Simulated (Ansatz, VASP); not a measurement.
## P3O2 in VASP and in Ansatz

The input INCAR:

```
SYSTEM = P3O2
ALGO = Normal
EDIFF = 1E-6
ENCUT = 520
GGA = PE
ISIF = 2
ISMEAR = 0
LASPH = .True.
LCHARG = .False.
LREAL = .False.
LWAVE = .False.
NBANDS = 22
NELM = 100
PREC = Accurate
SIGMA = 0.1
```

File KPOINTS:

```
k-points
0
Gamma
  6 6 4
  0 0 0
```

Contents of POSCAR:

```
P3O2
1.0
    3.6460123318      0.0000000000      0.0000000000
   -1.8230061659      3.1575393018      0.0000000000
    0.0000000000      0.0000000000      5.6726029426
P O
3 2
Direct
    0.0000000000      0.0000000000      0.0000000000
    0.3333333333      0.6666666667      0.6450000000
    0.6666666667      0.3333333333      0.3550000000
    0.3333333333      0.6666666667      0.2450000000
    0.6666666667      0.3333333333      0.7550000000
```

Input for Ansatz:

```yaml
crystal:
  lattice:
    - [3.6460123318, 0.0, 0.0]
    - [-1.8230061659, 3.1575393018, 0.0]
    - [0.0, 0.0, 5.6726029426]
  atoms:
    - { symbol: P, position: [0.0, 0.0, 0.0] }
    - { symbol: P, position: [0.3333333333, 0.6666666667, 0.645] }
    - { symbol: P, position: [0.6666666667, 0.3333333333, 0.355] }
    - { symbol: O, position: [0.3333333333, 0.6666666667, 0.245] }
    - { symbol: O, position: [0.6666666667, 0.3333333333, 0.755] }
basis:
  ecutwfc: 420
kpoints:
  mp_grid: { grid: [6, 6, 4] }
hamiltonian:
  xc: pbe
scf:
  occupations: { method: gaussian, width: 0.1 }
  lower_state_search: "off"
output:
  forces: true
  stress: true
  eigenvalues: true
```

Alike in both runs: task single point; functional PBE; k mesh 6 × 6 × 4; occupations gaussian, width 0.1 eV; no spin polarisation.

|  | VASP | Ansatz |
| --- | --- | --- |
| version | VASP 6.6.1 | Ansatz 0.2.0 |
| potentials or method | VASP PAW PBE potentials, release 64 (P, O), cutoff 520 eV | scalar-relativistic, plane waves, PAW |
| valence electrons in the cell | 27 | 27 |

```csv
,VASP,Ansatz,Ansatz less VASP
gap on the k mesh at the Fermi level (eV),none,none,-
pressure (GPa),5.2,5.4,+0.18
"traceless stress, the component that is largest in VASP (GPa)",-1.02,-0.99,+0.037
rms of the force components (eV/Å),0.658,0.660,+0.0015
```

Atom by atom the forces differ by 0.002 eV/Å (rms over components). A gap of «none» marks a metal or a gap that the smearing closes.
